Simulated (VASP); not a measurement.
Set up this calculation in VASP 6.6.1, as the native input.

| Item | Value |
| --- | --- |
| Task | single point |
| Functional | r2SCAN |
| Potentials or basis | VASP PAW PBE potentials, release 64 (Nb_sv) |
| Cutoff | 520 eV |
| k mesh | 20 × 20 × 20 |
| Occupations | gaussian, width 0.15 eV |
| Spin | no spin polarisation |
| Dipole correction | no |
| Further INCAR settings | ALGO = Normal; EDIFF = 1e-06; NBANDS = 12 |

Nb:

```
Nb
1.0
     0.00000    2.11500    2.11500
     2.27363    0.00000    2.11500
     2.27363    2.11500    0.00000
Nb
1
Direct
  0.00000 0.00000 0.00000
```

This cell differs from its parent crystal: strain +0.0750 x Voigt [1, 0, 0, 0, 0, 0].

The input as run:

POSCAR

```
Nb
1.0
    0.0000000000      2.1150000000      2.1150000000
    2.2736250000      0.0000000000      2.1150000000
    2.2736250000      2.1150000000      0.0000000000
Nb
1
Direct
    0.0000000000      0.0000000000      0.0000000000
```

INCAR.step1

```
PREC = Accurate ; ENCUT = 520
ISMEAR = 0 ; SIGMA = 0.15
LREAL = False ; LASPH = True
NELM = 100 ; NBANDS = 12
GGA = PE ; ALGO = Normal
EDIFF = 1E-4 ; LWAVE = True
LCHARG = False
```

INCAR.step2

```
PREC = Accurate ; ENCUT = 520
EDIFF = 1E-6 ; ISMEAR = 0
SIGMA = 0.15 ; LREAL = False
LASPH = True ; NELM = 100
ALGO = Normal ; ISIF = 2
LWAVE = False ; LCHARG = False
METAGGA = R2SCAN ; LMIXTAU = True
NBANDS = 12 ; ISTART = 1
```

KPOINTS

```
Automatic mesh
0
Gamma
  20 20 20
```

Potentials or basis: VASP PAW PBE potentials, release 64 (Nb_sv).

Command:

```sh
$ cat potpaw_PBE.64/Nb_sv/POTCAR > POTCAR
$ cp INCAR.step1 INCAR
$ mpirun -np 1 vasp_std > vasp.out
$ cp INCAR.step2 INCAR
$ mpirun -np 1 vasp_std > vasp.out
```

It gave:

```json
{
  "Pressure": "-13.1 GPa",
  "Band gap on the k mesh": "zero (an odd number of electrons rules out a gap without spin polarisation)"
}
```

Caveat: the cell differs from its parent crystal (strain +0.0750 x Voigt [1, 0, 0, 0, 0, 0]); the cell stands under tension; the PAW data sets were made with another functional, which shifts forces and pressure a little.

Wall time 9.4 min on 1 thread of Intel Xeon 8259CL (shared host), peak memory 0.27 GiB.
